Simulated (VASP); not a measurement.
# La (Fm-3m) in VASP: notebook

La is run at these levels: LDA, PBEsol; tasks: single point.

Program: VASP 6.6.1. These are calculated values, not measurements. Logs are shortened: lines on timing, memory, paths and dates and some standing lists are left out, and cuts for length are marked.

## Step 1: The cell of the first run

The structure is cubic, space group Fm-3m (No. 225). The conventional cell has a = 5.296 Å, b = 5.296 Å, c = 5.296 Å, α = 90.00°, β = 90.00°, γ = 90.00°. La (site symmetry m-3m) has 12 La at 3.74 Å within 4.9 Å.

This isn't the form of La at room conditions, which is double hcp.

## Step 2: Single point, LDA

Input file INCAR:

```
SYSTEM = La
PREC = Accurate
ENCUT = 520
EDIFF = 1E-6
ISMEAR = -1
SIGMA = 0.05
LREAL = .False.
LASPH = .True.
NELM = 60
ALGO = Normal
ISIF = 2
LWAVE = .False.
LCHARG = .False.
GGA = CA
NBANDS = 12
```

Input file KPOINTS:

```
regular mesh
0
Gamma
  12 12 12
  0 0 0
```

Input file POSCAR:

```
La
1.0
    0.0000000000      2.6480000000      2.6480000000
    2.6480000000      0.0000000000      2.6480000000
    2.6480000000      2.6480000000      0.0000000000
La
1
Direct
    0.0000000000      0.0000000000      0.0000000000
```

Potentials or basis: VASP PAW LDA potentials, release 64 (La).

Launch:

```
$ cat potpaw_LDA.64/La/POTCAR > POTCAR
$ mpirun -np 1 vasp_std > vasp.out
```

OUTCAR:

```text
SYSTEM = La
   PREC = Accurate
   ENCUT = 520
   EDIFF = 1E-6
   ISMEAR = -1
   LREAL = .False.
   LASPH = .True.
   NELM = 60
   ISIF = 2
   GGA = CA

 ion  position               nearest neighbor table
   1  0.000  0.000  0.000-

  LATTYP: Found a face centered cubic cell.
 ALAT       =     5.2960000000

  Lattice vectors:

 A1 = (   0.0000000000,   2.6480000000,   2.6480000000)
 A2 = (   2.6480000000,   0.0000000000,   2.6480000000)
 A3 = (   2.6480000000,   2.6480000000,   0.0000000000)

Analysis of symmetry for initial positions (statically):
=====================================================================
 Subroutine PRICEL returns:
 Original cell was already a primitive cell.

 Routine SETGRP: Setting up the symmetry group for a
 face centered cubic supercell.

 Subroutine GETGRP returns: Found 48 space group operations
 (whereof 48 operations were pure point group operations)
 out of a pool of 48 trial point group operations.

The static configuration has the point symmetry O_h .

Analysis of symmetry for dynamics (positions and initial velocities):
=====================================================================
 Subroutine PRICEL returns:
 Original cell was already a primitive cell.

 Routine SETGRP: Setting up the symmetry group for a
 face centered cubic supercell.

 Subroutine GETGRP returns: Found 48 space group operations
 (whereof 48 operations were pure point group operations)
 out of a pool of 48 trial point group operations.

The dynamic configuration has the point symmetry O_h .

 Subroutine INISYM returns: Found 48 space group operations
 (whereof 48 operations are pure point group operations),
 and found     1 'primitive' translations

----------------------------------------------------------------------------------------

                                     Primitive cell

  volume of cell :      37.1350

  direct lattice vectors                    reciprocal lattice vectors
     0.000000000  2.648000000  2.648000000    -0.188821752  0.188821752  0.188821752
     2.648000000  0.000000000  2.648000000     0.188821752 -0.188821752  0.188821752
     2.648000000  2.648000000  0.000000000     0.188821752  0.188821752 -0.188821752

  length of vectors
     3.744837513  3.744837513  3.744837513     0.327048868  0.327048868  0.327048868

  position of ions in fractional coordinates (direct lattice)
     0.000000000  0.000000000  0.000000000

  ion indices of the primitive-cell ions
   primitive index   ion index
                 1           1

----------------------------------------------------------------------------------------

 KPOINTS: regular mesh

Automatic generation of k-mesh.
 Grid dimensions read from file:
 generate k-points for:   12   12   12

 Generating k-lattice:

  Cartesian coordinates                     Fractional coordinates (reciprocal lattice)
    -0.015735146  0.015735146  0.015735146     0.083333333  0.000000000  0.000000000
     0.015735146 -0.015735146  0.015735146     0.000000000  0.083333333  0.000000000
     0.015735146  0.015735146 -0.015735146     0.000000000  0.000000000  0.083333333

  Length of vectors
     0.027254072  0.027254072  0.027254072

  Shift w.r.t. Gamma in fractional coordinates (k-lattice)
     0.000000000  0.000000000  0.000000000

 Subroutine IBZKPT returns following result:
 ===========================================

 Found     72 irreducible k-points:

 Following reciprocal coordinates:
            Coordinates               Weight
  0.000000  0.000000  0.000000      1.000000
  0.083333  0.000000  0.000000      8.000000
  0.166667  0.000000  0.000000      8.000000
  0.250000  0.000000  0.000000      8.000000
  0.333333  0.000000  0.000000      8.000000
  0.416667  0.000000  0.000000      8.000000
[... 16 lines left out ...]
  0.500000  0.166667  0.000000     24.000000
 -0.416667  0.166667  0.000000     24.000000
 [... further k-points ...]
   k-points           NKPTS =     72   k-points in BZ     NKDIM =     72   number of bands    NBANDS=     12
   number of dos      NEDOS =    301   number of ions     NIONS =      1
   total plane-waves  NPLWV =  21952
   dimension x,y,z NGX =    28 NGY =   28 NGZ =   28
   dimension x,y,z NGXF=    56 NGYF=   56 NGZF=   56
   ions per type =               1
   NGX,Y,Z   is equivalent  to a cutoff of  12.43, 12.43, 12.43 a.u.
   NGXF,Y,Z  is equivalent  to a cutoff of  24.86, 24.86, 24.86 a.u.
 SYSTEM =  La
   PREC   = accura    normal or accurate (medium, high low for compatibility)
   ISTART =      0    job   : 0-new  1-cont  2-samecut
   ICHARG =      2    charge: 1-file 2-atom 10-const
   ISPIN  =      1    spin polarized calculation?
   LNONCOLLINEAR =      F non collinear calculations
   LSORBIT =      F    spin-orbit coupling
   LASPH  =      T    aspherical Exc in radial PAW
   ENCUT  =  520.0 eV  38.22 Ry    6.18 a.u.   6.96  6.96  6.96*2*pi/ulx,y,z
   NELM   =     60;   NELMIN=  2; NELMDL= -5     # of ELM steps
   EDIFF  = 0.1E-05   stopping-criterion for ELM
   LREAL  =      F    real-space projection
   EDIFFG = 0.1E-04   stopping-criterion for IOM
   NSW    =      0    number of steps for IOM
   IBRION =     -1    ionic relax: 0-MD 1-quasi-New 2-CG
   NFREE  =      0    steps in history (QN), initial steepest desc. (CG)
   ISIF   =      2    stress and relaxation
   ISYM   =      2    0-nonsym 1-usesym 2-fastsym
   POTIM  = 0.5000    time-step for ionic-motion
   TEBEG  =    0.0;   TEEND  =   0.0 temperature during run
   PSTRESS=    0.0 pullay stress
   NELECT =      11.0000    total number of electrons
   NUPDOWN=      -1.0000    fix difference up-down
   EMIN   =  10.00;   EMAX   =-10.00  energy-range for DOS
   EFERMI =   0.00;   METHOD = LEGACY
   ISMEAR =    -1;   SIGMA  =   0.05  broadening in eV -4-tet -1-fermi 0-gaus
   EFERMI_NEDOS =   21; number of points for ismear=-14 and -15
   IALGO  =     38    algorithm
   IMIX   =      4    mixing-type and parameters
     AMIX     =   0.40;   BMIX     =  1.00
     AMIX_MAG =   1.60;   BMIX_MAG =  1.00
  volume/ion in A,a.u.               =      37.14       250.60
  Fermi-wavevector in a.u.,A,eV,Ry     =   1.091301  2.062259 16.203683  1.190937
  Thomas-Fermi vector in A             =   2.227543
   LORBIT       =      0    0 simple, 1 ext, 2 COOP (PROOUT), +10 PAW based schemes
   GGA     = CA    functional components
   LHFCALC =     F    Hartree Fock is set to
   AEXX    =    0.0000 exact exchange contribution
   IVDW    =     0    specifies the selected vdW correction
   LEPSILON=     F    determine dielectric tensor
   LRPA    =     F    only Hartree local field effects (RPA)
 non-spin polarized calculation
  energy-cutoff  :      520.00
  volume of cell :       37.14
 maximum number of plane-waves:      1018
   NGX = 13   NGY = 13   NGZ = 13

 number of electron      10.9999999 magnetization

 Free energy of the ion-electron system (eV)
  ---------------------------------------------------
  ext. energy  EPLUGINS =         0.00000000
  ---------------------------------------------------
  free energy    TOTEN  =        -5.52942221 eV

  energy without entropy =       -5.51384486  energy(sigma->0) =       -5.52163353

 E-fermi :   7.6494     XC(G=0):  -9.7628

 val. band max:        7.6307508723   @ k =  -0.1667   0.2500   0.0833
 cond. band min:       7.6861138969   @ k =  -0.4167   0.2500   0.0000
 fundamental gap:      0.0553630245
 Fermi energy:         7.6493534802

 k-point     1 :       0.0000    0.0000    0.0000
  band No.  band energies     occupation
      1     -25.0866      2.00000
      2      -8.0681      2.00000
      3      -8.0681      2.00000
      4      -8.0681      2.00000
      5       4.4562      2.00000
      6       8.8052      0.00000
      7       9.1378      0.00000
      8       9.1378      0.00000
      9       9.1378      0.00000
     10       9.2679      0.00000
     11       9.2679      0.00000
     12       9.2679      0.00000

 k-point     2 :       0.0833    0.0000    0.0000
  band No.  band energies     occupation
      1     -25.0737      2.00000
      2      -8.1754      2.00000
      3      -8.0806      2.00000
      4      -8.0806      2.00000
      5       4.6653      2.00000
      6       8.5082      0.00000
      7       9.1373      0.00000
      8       9.1373      0.00000
      9       9.2156      0.00000
     10       9.2777      0.00000
     11       9.2777      0.00000
     12       9.3982      0.00000

 k-point     3 :       0.1667    0.0000    0.0000
  band No.  band energies     occupation
      1     -25.0380      2.00000
      2      -8.4570      2.00000
      3      -8.1144      2.00000
      4      -8.1144      2.00000
      5       5.2015      2.00000
      6       8.1660      0.00007
      7       9.1267      0.00000
      8       9.1267      0.00000
      9       9.1511      0.00000
     10       9.2921      0.00000
     11       9.2921      0.00000
     12       9.6398      0.00000

 k-point     4 :       0.2500    0.0000    0.0000
  band No.  band energies     occupation
      1     -24.9887      2.00000
      2      -8.8182      2.00000
      3      -8.1599      2.00000
      4      -8.1599      2.00000
      5       5.7602      2.00000
      6       8.1535      0.00008
      7       9.0530      0.00000
      8       9.0933      0.00000
      9       9.0933      0.00000
     10       9.2969      0.00000
     11       9.2969      0.00000
     12       9.8431      0.00000

 k-point     5 :       0.3333    0.0000    0.0000
  band No.  band energies     occupation
      1     -24.9386      2.00000
      2      -9.1573      2.00000
      3      -8.2047      2.00000
      4      -8.2047      2.00000
      5       5.9776      2.00000
      6       8.6661      0.00000
      7       8.9560      0.00000
      8       9.0314      0.00000
      9       9.0314      0.00000
     10       9.2955      0.00000
     11       9.2955      0.00000
     12       9.8492      0.00000
[... 228 lines left out ...]
      1     -24.9393      2.00000
      2      -8.9589      2.00000
      3      -8.3166      2.00000
      4      -8.3074      2.00000
      5       6.3882      2.00000
      6       7.5672      1.67573
      7       8.3933      0.00000
      8       9.2406      0.00000
      9       9.3333      0.00000
     10       9.3993      0.00000
     11       9.4401      0.00000
     12       9.6373      0.00000

 k-point    22 :       0.4167    0.1667    0.0000
  band No.  band energies     occupation
      1     -24.8978      2.00000
      2      -9.2000      2.00000
      3      -8.3985      2.00000
      4      -8.3342      2.00000
      5       6.4983      2.00000
      6       7.8791      0.02002
      7       8.3691      0.00000
      8       9.2223      0.00000
      9       9.3541      0.00000
     10       9.3642      0.00000
     11       9.4853      0.00000
     12       9.6660      0.00000

 k-point    23 :       0.5000    0.1667    0.0000
  band No.  band energies     occupation
      1     -24.8715      2.00000
      2      -9.3412      2.00000
      3      -8.4748      2.00000
      4      -8.3321      2.00000
      5       6.5224      2.00000
      6       7.8291      0.05341
      7       8.8491      0.00000
      8       9.1768      0.00000
      9       9.3188      0.00000
     10       9.3437      0.00000
     11       9.5452      0.00000
     12       9.6969      0.00000

 k-point    24 :      -0.4167    0.1667    0.0000
  band No.  band energies     occupation
      1     -24.8681      2.00000
      2      -9.3535      2.00000
      3      -8.5227      2.00000
      4      -8.3017      2.00000
      5       6.5913      2.00000
      6       7.8273      0.05533
      7       9.1235      0.00000
      8       9.1282      0.00000
      9       9.2382      0.00000
     10       9.2887      0.00000
     11       9.5789      0.00000
     12       9.7251      0.00000

 [... further k-points ...]

------------------------ aborting loop because EDIFF is reached ----------------------------------------

  FORCE on cell =-STRESS in cart. coord.  units (eV):
  Direction    XX          YY          ZZ          XY          YZ          ZX
  --------------------------------------------------------------------------------------
  -------------------------------------------------------------------------------------
  Total       -0.8659040     -0.8659040     -0.8659040      0.0000000      0.0000000      0.0000000
  in kB      -37.3590970    -37.3590970    -37.3590970      0.0000000      0.0000000      0.0000000
  external PRESSURE =     -37.3590970 kB  Pullay stress =       0.0000000 kB

 VOLUME and BASIS-vectors are now :
 -----------------------------------------------------------------------------
  energy-cutoff  :      520.00
  volume of cell :       37.14
      direct lattice vectors                 reciprocal lattice vectors
     0.000000000  2.648000000  2.648000000    -0.188821752  0.188821752  0.188821752
     2.648000000  0.000000000  2.648000000     0.188821752 -0.188821752  0.188821752
     2.648000000  2.648000000  0.000000000     0.188821752  0.188821752 -0.188821752

 POSITION                                       TOTAL-FORCE (eV/Angst)
 -----------------------------------------------------------------------------------
      0.00000      0.00000      0.00000        -0.000000     -0.000000      0.000000
 -----------------------------------------------------------------------------------
    total drift:                                0.000000      0.000000      0.000000

  FREE ENERGIE OF THE ION-ELECTRON SYSTEM (eV)
  ---------------------------------------------------
  free  energy   TOTEN  =        -5.5294222064 eV

  energy  without entropy=       -5.5138448593  energy(sigma->0) =       -5.52163353
```

It took 25 s on 1 thread of Intel Xeon Platinum 8259CL at 2.50GHz (Skylake/Cascade Lake), shared host; peak memory 0.17 GiB.

What came out:

```yaml
Free_energy: -5.5294 eV
Pressure: -3.7 GPa
Band_gap_on_the_k_mesh: zero (an odd number of electrons rules out a gap without spin polarisation)
```

Caveat: the cell stands under tension; spin-orbit coupling is left out, which moves the levels of the heavy elements.

(Continued in part 2 of 2.)
